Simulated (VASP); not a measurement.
# InAs (CsCl type) (Pm-3m) in VASP: notebook

The runs below take InAs (CsCl type) through single point, with PBE.

Everything below comes from runs of VASP 6.6.1. Logs are shortened: lines on timing, memory, paths and dates and some standing lists are left out, and cuts for length are marked.

## Step 1: The cell of the first run

It takes space group Pm-3m (No. 221, cubic). The conventional cell has a = 2.932 Å, b = 2.932 Å, c = 2.932 Å, α = 90.00°, β = 90.00°, γ = 90.00°. Within 3.4 Å of In (site symmetry m-3m) lie 8 As at 2.54 Å and 6 In at 2.93 Å. Within 3.4 Å of As (site symmetry m-3m) lie 8 In at 2.54 Å and 6 As at 2.93 Å.

## Step 2: Single point, PBE (volume scaled by 0.55, source ansatz)

Input file INCAR:

```
  PREC = Accurate
  ENCUT = 520
  EDIFF = 1E-7
  ISMEAR = -1
  SIGMA = 0.05
  LREAL = F
  LASPH = T
  NELM = 100
  ALGO = Normal
  ISIF = 2
  LWAVE = F
  LCHARG = F
  GGA = PE
  NBANDS = 16
```

Input file KPOINTS:

```
regular mesh
0
Gamma
  12 12 12
```

Input file POSCAR:

```
InAs
1.0
    2.9315458988      0.0000000000      0.0000000000
    0.0000000000      2.9315458988      0.0000000000
    0.0000000000      0.0000000000      2.9315458988
In As
1 1
Direct
    0.0000000000      0.0000000000      0.0000000000
    0.5000000000      0.5000000000      0.5000000000
```

Potentials or basis: VASP PAW PBE potentials, release 64 (In_d, As).

The run is started by

```console
$ cat potpaw_PBE.64/In_d/POTCAR potpaw_PBE.64/As/POTCAR > POTCAR
$ mpirun -np 1 vasp_std > vasp.out
```

OUTCAR:

```text
PREC = Accurate
   ENCUT = 520
   EDIFF = 1E-7
   ISMEAR = -1
   LREAL = F
   LASPH = T
   NELM = 100
   ISIF = 2
   GGA = PE

 ion  position               nearest neighbor table
   1  0.000  0.000  0.000-   2 2.54   2 2.54   2 2.54   2 2.54   2 2.54   2 2.54   2 2.54   2 2.54

   2  0.500  0.500  0.500-   1 2.54   1 2.54   1 2.54   1 2.54   1 2.54   1 2.54   1 2.54   1 2.54

  LATTYP: Found a simple cubic cell.
 ALAT       =     2.9315458988

  Lattice vectors:

 A1 = (   2.9315458988,   0.0000000000,   0.0000000000)
 A2 = (   0.0000000000,   2.9315458988,   0.0000000000)
 A3 = (   0.0000000000,   0.0000000000,   2.9315458988)

Analysis of symmetry for initial positions (statically):
=====================================================================
 Subroutine PRICEL returns:
 Original cell was already a primitive cell.

 Routine SETGRP: Setting up the symmetry group for a
 simple cubic supercell.

 Subroutine GETGRP returns: Found 48 space group operations
 (whereof 48 operations were pure point group operations)
 out of a pool of 48 trial point group operations.

The static configuration has the point symmetry O_h .

Analysis of symmetry for dynamics (positions and initial velocities):
=====================================================================
 Subroutine PRICEL returns:
 Original cell was already a primitive cell.

 Routine SETGRP: Setting up the symmetry group for a
 simple cubic supercell.

 Subroutine GETGRP returns: Found 48 space group operations
 (whereof 48 operations were pure point group operations)
 out of a pool of 48 trial point group operations.

The dynamic configuration has the point symmetry O_h .

 Subroutine INISYM returns: Found 48 space group operations
 (whereof 48 operations are pure point group operations),
 and found     1 'primitive' translations

----------------------------------------------------------------------------------------

                                     Primitive cell

  volume of cell :      25.1936

  direct lattice vectors                    reciprocal lattice vectors
     2.931545899  0.000000000  0.000000000     0.341116951  0.000000000  0.000000000
     0.000000000  2.931545899  0.000000000     0.000000000  0.341116951  0.000000000
     0.000000000  0.000000000  2.931545899     0.000000000  0.000000000  0.341116951

  length of vectors
     2.931545899  2.931545899  2.931545899     0.341116951  0.341116951  0.341116951

[... 73 lines left out ...]
   ICHARG =      2    charge: 1-file 2-atom 10-const
   ISPIN  =      1    spin polarized calculation?
   LNONCOLLINEAR =      F non collinear calculations
   LSORBIT =      F    spin-orbit coupling
   LASPH  =      T    aspherical Exc in radial PAW
   ENCUT  =  520.0 eV  38.22 Ry    6.18 a.u.   5.45  5.45  5.45*2*pi/ulx,y,z
   NELM   =    100;   NELMIN=  2; NELMDL= -5     # of ELM steps
   EDIFF  = 0.1E-06   stopping-criterion for ELM
   LREAL  =      F    real-space projection
   EDIFFG = 0.1E-05   stopping-criterion for IOM
   NSW    =      0    number of steps for IOM
   IBRION =     -1    ionic relax: 0-MD 1-quasi-New 2-CG
   NFREE  =      0    steps in history (QN), initial steepest desc. (CG)
   ISIF   =      2    stress and relaxation
   ISYM   =      2    0-nonsym 1-usesym 2-fastsym
   POTIM  = 0.5000    time-step for ionic-motion
   TEBEG  =    0.0;   TEEND  =   0.0 temperature during run
   PSTRESS=    0.0 pullay stress
   NELECT =      18.0000    total number of electrons
   NUPDOWN=      -1.0000    fix difference up-down
   EMIN   =  10.00;   EMAX   =-10.00  energy-range for DOS
   EFERMI =   0.00;   METHOD = LEGACY
   ISMEAR =    -1;   SIGMA  =   0.05  broadening in eV -4-tet -1-fermi 0-gaus
   EFERMI_NEDOS =   21; number of points for ismear=-14 and -15
   IALGO  =     38    algorithm
   IMIX   =      4    mixing-type and parameters
     AMIX     =   0.40;   BMIX     =  1.00
     AMIX_MAG =   1.60;   BMIX_MAG =  1.00
  volume/ion in A,a.u.               =      12.60        85.01
  Fermi-wavevector in a.u.,A,eV,Ry     =   1.463532  2.765675 29.142682  2.141927
  Thomas-Fermi vector in A             =   2.579616
   LORBIT       =      0    0 simple, 1 ext, 2 COOP (PROOUT), +10 PAW based schemes
   GGA     = PE    functional components
   LHFCALC =     F    Hartree Fock is set to
   AEXX    =    0.0000 exact exchange contribution
   IVDW    =     0    specifies the selected vdW correction
   LEPSILON=     F    determine dielectric tensor
   LRPA    =     F    only Hartree local field effects (RPA)
 non-spin polarized calculation
  energy-cutoff  :      520.00
  volume of cell :       25.19
 maximum number of plane-waves:       703
 NGX is ok and might be reduce to    24
   NGX = 11   NGY = 11   NGZ = 11

 number of electron      17.9999991 magnetization

 Free energy of the ion-electron system (eV)
  ---------------------------------------------------
  ext. energy  EPLUGINS =         0.00000000
  ---------------------------------------------------
  free energy    TOTEN  =        -1.72512056 eV

  energy without entropy =       -1.71730676  energy(sigma->0) =       -1.72121366

 E-fermi :  15.9662     XC(G=0): -13.4517

 val. band max:       15.9345680146   @ k =   0.2500   0.1667   0.0000
 cond. band min:      15.9921187974   @ k =   0.3333   0.2500   0.0833
 fundamental gap:      0.0575507829
 Fermi energy:        15.9662080125

 k-point     1 :       0.0000    0.0000    0.0000
  band No.  band energies     occupation
      1      -2.6664      2.00000
      2      -0.7443      2.00000
      3      -0.7443      2.00000
      4       0.3059      2.00000
      5       0.3059      2.00000
      6       0.3059      2.00000
[... 433 lines left out ...]
      3      -0.0286      2.00000
      4       0.0672      2.00000
      5       0.3822      2.00000
      6       3.1814      2.00000
[... 8 lines left out ...]
     15      28.4835      0.00000
     16      32.2852      0.00000

 [... further k-points ...]
[... 5 lines left out ...]
  --------------------------------------------------------------------------------------
  -------------------------------------------------------------------------------------
  Total       22.4156520     22.4156520     22.4156520      0.0000000      0.0000000     -0.0000000
  in kB     1425.5152378   1425.5152378   1425.5152378      0.0000000      0.0000000     -0.0000000
  external PRESSURE =    1425.5152378 kB  Pullay stress =       0.0000000 kB

 VOLUME and BASIS-vectors are now :
 -----------------------------------------------------------------------------
  energy-cutoff  :      520.00
  volume of cell :       25.19
      direct lattice vectors                 reciprocal lattice vectors
     2.931545899  0.000000000  0.000000000     0.341116951  0.000000000  0.000000000
     0.000000000  2.931545899  0.000000000     0.000000000  0.341116951  0.000000000
     0.000000000  0.000000000  2.931545899     0.000000000  0.000000000  0.341116951

 POSITION                                       TOTAL-FORCE (eV/Angst)
 -----------------------------------------------------------------------------------
      0.00000      0.00000      0.00000         0.000000      0.000000      0.000000
      1.46577      1.46577      1.46577         0.000000      0.000000      0.000000
 -----------------------------------------------------------------------------------
    total drift:                                0.000000      0.000000      0.000000

  FREE ENERGIE OF THE ION-ELECTRON SYSTEM (eV)
  ---------------------------------------------------
  free  energy   TOTEN  =        -1.7251205601 eV

  energy  without entropy=       -1.7173067568  energy(sigma->0) =       -1.72121366
```

OSZICAR:

```text
N       E                     dE             d eps       ncg     rms          rms(c)
DAV:   1     0.113623080000E+03    0.11362E+03   -0.85902E+03  2784   0.158E+03
DAV:   2     0.315018238140E+01   -0.11047E+03   -0.10593E+03  3088   0.328E+02
DAV:   3    -0.200214580265E+01   -0.51523E+01   -0.50917E+01  3368   0.664E+01
DAV:   4    -0.208323899966E+01   -0.81093E-01   -0.80809E-01  3368   0.763E+00
DAV:   5    -0.208599732026E+01   -0.27583E-02   -0.27583E-02  3776   0.130E+00    0.105E+01
DAV:   6    -0.180354580431E+01    0.28245E+00   -0.25293E-01  3936   0.171E+01    0.575E+00
DAV:   7    -0.173158889888E+01    0.71957E-01   -0.94248E-02  4264   0.700E+00    0.987E-01
DAV:   8    -0.172556895381E+01    0.60199E-02   -0.12001E-02  3592   0.195E+00    0.355E-01
DAV:   9    -0.172513220959E+01    0.43674E-03   -0.67630E-04  3736   0.319E-01    0.212E-01
DAV:  10    -0.172512142123E+01    0.10788E-04   -0.42103E-05  3920   0.116E-01    0.603E-02
DAV:  11    -0.172512039865E+01    0.10226E-05   -0.10348E-05  3344   0.512E-02    0.545E-02
DAV:  12    -0.172512055302E+01   -0.15437E-06   -0.15599E-06  3472   0.972E-03    0.757E-03
DAV:  13    -0.172512056009E+01   -0.70754E-08   -0.11370E-07  2784   0.217E-03
   1 F= -.17251206E+01 E0= -.17212137E+01  d E =-.781380E-02
```

It took 14 s on 1 thread of AMD EPYC 9R45 (Zen 5), shared host; peak memory 0.13 GiB.

Results:

| Property | Result |
| --- | --- |
| Free energy | -1.7251 eV |
| Pressure | 142.6 GPa |
| Band gap on the k mesh | zero (band 9 reaches 18.07 eV, above the bottom of band 10 at 13.13 eV) |

Levels at points of the mesh, in eV from the Fermi level:
```
           k point  band 6  band 7  band 8  band 9  band 10  band 11  band 12  band 13
(0.00, 0.00, 0.00)  -15.66   -2.01   -2.01   -2.01     2.02     4.55     4.55    16.07
(0.50, 0.00, 0.00)  -15.15  -11.50    2.08    2.08     4.84     4.90     5.73     5.73
(0.50, 0.50, 0.00)   -9.63   -9.04   -9.04   -5.03     2.41     8.39     8.39    10.22
(0.50, 0.50, 0.50)   -9.35   -3.64   -3.64   -3.64    -2.38    -2.38    -2.38     0.94
```

Caveat: spin-orbit coupling is left out, which moves the levels of the heavy elements.

## Step 3: Single point, PBE (volume scaled by 0.64)

Input file INCAR:

```
ALGO = Normal
EDIFF = 1E-7
ENCUT = 520
GGA = PE
ISIF = 2
ISMEAR = -1
LASPH = T
LCHARG = F
LREAL = F
LWAVE = F
NBANDS = 16
NELM = 100
PREC = Accurate
SIGMA = 0.05
```

Input file KPOINTS:

```
k-points
0
Gamma
  12 12 12
```

Input file POSCAR:

```
InAs
1.0
    3.0834420667      0.0000000000      0.0000000000
    0.0000000000      3.0834420667      0.0000000000
    0.0000000000      0.0000000000      3.0834420667
In As
1 1
Direct
    0.0000000000      0.0000000000      0.0000000000
    0.5000000000      0.5000000000      0.5000000000
```

Potentials or basis: VASP PAW PBE potentials, release 64 (In_d, As).

The run is started by

```console
$ cat potpaw_PBE.64/In_d/POTCAR potpaw_PBE.64/As/POTCAR > POTCAR
$ mpirun -np 1 vasp_std > vasp.out
```

OUTCAR:

```text
EDIFF = 1E-7
   ENCUT = 520
   GGA = PE
   ISIF = 2
   ISMEAR = -1
   LASPH = T
   LREAL = F
   NELM = 100
   PREC = Accurate

 ion  position               nearest neighbor table
   1  0.000  0.000  0.000-   2 2.67   2 2.67   2 2.67   2 2.67   2 2.67   2 2.67   2 2.67   2 2.67

   2  0.500  0.500  0.500-   1 2.67   1 2.67   1 2.67   1 2.67   1 2.67   1 2.67   1 2.67   1 2.67

  LATTYP: Found a simple cubic cell.
 ALAT       =     3.0834420667

  Lattice vectors:

 A1 = (   3.0834420667,   0.0000000000,   0.0000000000)
 A2 = (   0.0000000000,   3.0834420667,   0.0000000000)
 A3 = (   0.0000000000,   0.0000000000,   3.0834420667)

Analysis of symmetry for initial positions (statically):
=====================================================================
 Subroutine PRICEL returns:
 Original cell was already a primitive cell.

 Routine SETGRP: Setting up the symmetry group for a
 simple cubic supercell.

 Subroutine GETGRP returns: Found 48 space group operations
 (whereof 48 operations were pure point group operations)
 out of a pool of 48 trial point group operations.

The static configuration has the point symmetry O_h .

Analysis of symmetry for dynamics (positions and initial velocities):
=====================================================================
 Subroutine PRICEL returns:
 Original cell was already a primitive cell.

 Routine SETGRP: Setting up the symmetry group for a
 simple cubic supercell.

 Subroutine GETGRP returns: Found 48 space group operations
 (whereof 48 operations were pure point group operations)
 out of a pool of 48 trial point group operations.
[... 106 lines left out ...]
   NFREE  =      0    steps in history (QN), initial steepest desc. (CG)
   ISIF   =      2    stress and relaxation
   ISYM   =      2    0-nonsym 1-usesym 2-fastsym
   POTIM  = 0.5000    time-step for ionic-motion
   TEBEG  =    0.0;   TEEND  =   0.0 temperature during run
   PSTRESS=    0.0 pullay stress
   NELECT =      18.0000    total number of electrons
   NUPDOWN=      -1.0000    fix difference up-down
   EMIN   =  10.00;   EMAX   =-10.00  energy-range for DOS
   EFERMI =   0.00;   METHOD = LEGACY
   ISMEAR =    -1;   SIGMA  =   0.05  broadening in eV -4-tet -1-fermi 0-gaus
   EFERMI_NEDOS =   21; number of points for ismear=-14 and -15
   IALGO  =     38    algorithm
   IMIX   =      4    mixing-type and parameters
     AMIX     =   0.40;   BMIX     =  1.00
     AMIX_MAG =   1.60;   BMIX_MAG =  1.00
  volume/ion in A,a.u.               =      14.66        98.92
  Fermi-wavevector in a.u.,A,eV,Ry     =   1.391436  2.629433 26.342156  1.936094
  Thomas-Fermi vector in A             =   2.515275
   LORBIT       =      0    0 simple, 1 ext, 2 COOP (PROOUT), +10 PAW based schemes
   GGA     = PE    functional components
   LHFCALC =     F    Hartree Fock is set to
   AEXX    =    0.0000 exact exchange contribution
   IVDW    =     0    specifies the selected vdW correction
   LEPSILON=     F    determine dielectric tensor
   LRPA    =     F    only Hartree local field effects (RPA)
 non-spin polarized calculation
  energy-cutoff  :      520.00
  volume of cell :       29.32
 maximum number of plane-waves:       840
 NGX is ok and might be reduce to    24
   NGX = 11   NGY = 11   NGZ = 11

 number of electron      17.9999984 magnetization

 Free energy of the ion-electron system (eV)
  ---------------------------------------------------
  ext. energy  EPLUGINS =         0.00000000
  ---------------------------------------------------
  free energy    TOTEN  =        -4.40656119 eV

  energy without entropy =       -4.39889088  energy(sigma->0) =       -4.40272604

 E-fermi :  13.0781     XC(G=0): -12.6289

 val. band max:       12.9983200859   @ k =   0.4167   0.0833   0.0000
 cond. band min:      13.1006358950   @ k =   0.3333   0.2500   0.0833
 fundamental gap:      0.1023158091
 Fermi energy:        13.0780659228

 k-point     1 :       0.0000    0.0000    0.0000
  band No.  band energies     occupation
      1      -3.6058      2.00000
      2      -2.7562      2.00000
      3      -2.7562      2.00000
      4      -2.0530      2.00000
      5      -2.0530      2.00000
      6      -2.0530      2.00000
[... 433 lines left out ...]
      3      -2.2728      2.00000
      4      -2.2108      2.00000
      5      -1.9704      2.00000
      6       1.2083      2.00000
[... 8 lines left out ...]
     15      24.8695      0.00000
     16      27.9832      0.00000

 [... further k-points ...]
[... 5 lines left out ...]
  --------------------------------------------------------------------------------------
  -------------------------------------------------------------------------------------
  Total       13.4370152     13.4370152     13.4370152     -0.0000000      0.0000000     -0.0000000
  in kB      734.3549224    734.3549224    734.3549224     -0.0000000      0.0000000     -0.0000000
  external PRESSURE =     734.3549224 kB  Pullay stress =       0.0000000 kB

 VOLUME and BASIS-vectors are now :
 -----------------------------------------------------------------------------
  energy-cutoff  :      520.00
  volume of cell :       29.32
      direct lattice vectors                 reciprocal lattice vectors
     3.083442067  0.000000000  0.000000000     0.324312887  0.000000000  0.000000000
     0.000000000  3.083442067  0.000000000     0.000000000  0.324312887  0.000000000
     0.000000000  0.000000000  3.083442067     0.000000000  0.000000000  0.324312887

 POSITION                                       TOTAL-FORCE (eV/Angst)
 -----------------------------------------------------------------------------------
      0.00000      0.00000      0.00000         0.000000      0.000000      0.000000
      1.54172      1.54172      1.54172         0.000000      0.000000      0.000000
 -----------------------------------------------------------------------------------
    total drift:                               -0.000000      0.000000      0.000000

  FREE ENERGIE OF THE ION-ELECTRON SYSTEM (eV)
  ---------------------------------------------------
  free  energy   TOTEN  =        -4.4065611930 eV

  energy  without entropy=       -4.3988908836  energy(sigma->0) =       -4.40272604
```

OSZICAR:

```text
N       E                     dE             d eps       ncg     rms          rms(c)
DAV:   1     0.111355139402E+03    0.11136E+03   -0.86216E+03  2776   0.150E+03
DAV:   2     0.818607317656E+00   -0.11054E+03   -0.10577E+03  3088   0.324E+02
DAV:   3    -0.454071500450E+01   -0.53593E+01   -0.53102E+01  3360   0.670E+01
DAV:   4    -0.463323142892E+01   -0.92516E-01   -0.92493E-01  3376   0.832E+00
DAV:   5    -0.463667154465E+01   -0.34401E-02   -0.34401E-02  3904   0.146E+00    0.754E+00
DAV:   6    -0.444784201905E+01    0.18883E+00   -0.20096E-01  3824   0.139E+01    0.422E+00
DAV:   7    -0.441058305429E+01    0.37259E-01   -0.65651E-02  4272   0.529E+00    0.838E-01
DAV:   8    -0.440680389710E+01    0.37792E-02   -0.77384E-03  3672   0.156E+00    0.244E-01
DAV:   9    -0.440656036785E+01    0.24353E-03   -0.55109E-04  3760   0.358E-01    0.145E-01
DAV:  10    -0.440655997281E+01    0.39504E-06   -0.27337E-05  3512   0.479E-02    0.502E-02
DAV:  11    -0.440656080910E+01   -0.83628E-06   -0.81920E-06  3376   0.487E-02    0.429E-02
DAV:  12    -0.440656114469E+01   -0.33559E-06   -0.99906E-07  3752   0.102E-02    0.667E-03
DAV:  13    -0.440656119296E+01   -0.48271E-07   -0.68906E-08  2248   0.192E-03
   1 F= -.44065612E+01 E0= -.44027260E+01  d E =-.767031E-02
```

stdout:

```text
POSCAR found type information on POSCAR InAs
 POSCAR found :  2 types and       2 ions
 scaLAPACK will be used
 LDA part: xc-table for (Slater+PW92), standard interpolation
 POSCAR, INCAR and KPOINTS ok, starting setup
 FFT: planning ... GRIDC
 FFT: planning ... GRID_SOFT
 FFT: planning ... GRID
 WAVECAR not read
 entering main loop
```

Wall time 13 s (1 thread of AMD EPYC 9R45 (Zen 5), shared host); peak memory 0.14 GiB.

Results:

```yaml
Free_energy: -4.4066 eV
Pressure: 73.4 GPa
Band_gap_on_the_k_mesh: zero (band 9 reaches 14.77 eV, above the bottom of band 10 at 10.77 eV)
```

Caveat: spin-orbit coupling is left out, which moves the levels of the heavy elements.

(Continued in part 2 of 2.)
